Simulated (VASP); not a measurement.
Write the native input for VASP 6.6.1 that does the following.

- Task: single point
- Functional: PBEsol
- Potentials or basis: VASP PAW PBE potentials, release 64 (Ba_sv)
- Cutoff: 520 eV
- k mesh: 4 × 4 × 4
- Occupations: gaussian, width 0.1 eV
- Spin: no spin polarisation
- Dipole correction: no
- Further INCAR settings: ALGO = Normal; EDIFF = 1e-06; NBANDS = 28

The structure of Ba lies in POSCAR:

```
Ba
1.0
   -4.2525805074      4.2525805074      3.6577222300
    4.2525805074     -4.2525805074      3.6577222300
    4.2525805074      4.2525805074     -3.6577222300
Ba
4
Direct
    0.1645495200      0.6645495200      0.8290990300
    0.8354504800      0.3354504800      0.1709009700
    0.6645495200      0.8354504800      0.5000000000
    0.3354504800      0.1645495200      0.5000000000
```

This cell differs from its parent crystal: Sr replaced by Ba, lengths x 1.062, strained.

These files were run (other wordings do the same):

INCAR

```
PREC = Accurate
ENCUT = 520
EDIFF = 1E-6
ISMEAR = 0
SIGMA = 0.1
LREAL = False
LASPH = True
NELM = 100
ALGO = Normal
ISIF = 2
LWAVE = False
LCHARG = True
GGA = PS
LELF = True
LVHAR = True
NBANDS = 28
```

KPOINTS

```
Automatic mesh
0
Gamma
  4 4 4
```

Potentials or basis: VASP PAW PBE potentials, release 64 (Ba_sv).

Command:

```bash
$ cat potpaw_PBE.64/Ba_sv/POTCAR > POTCAR
$ mpirun -np 1 vasp_std > vasp.out
```

Results of the run:

| Item | Value |
| --- | --- |
| Pressure | -0.4 GPa |
| Largest force | 0.218 eV/Å |
| Band gap on the k mesh | zero (band 20 reaches 1.42 eV, above the bottom of band 21 at 1.30 eV) |

Caveat: the cell differs from its parent crystal (Sr replaced by Ba, lengths x 1.062, strained); the PAW data sets were made with another functional, which shifts forces and pressure a little; spin-orbit coupling is left out, which moves the levels of the heavy elements.

It took 58 s on 1 thread of Intel(R) Xeon(R) 6975P-C (Granite Rapids), on a shared host, peak memory 0.39 GiB.
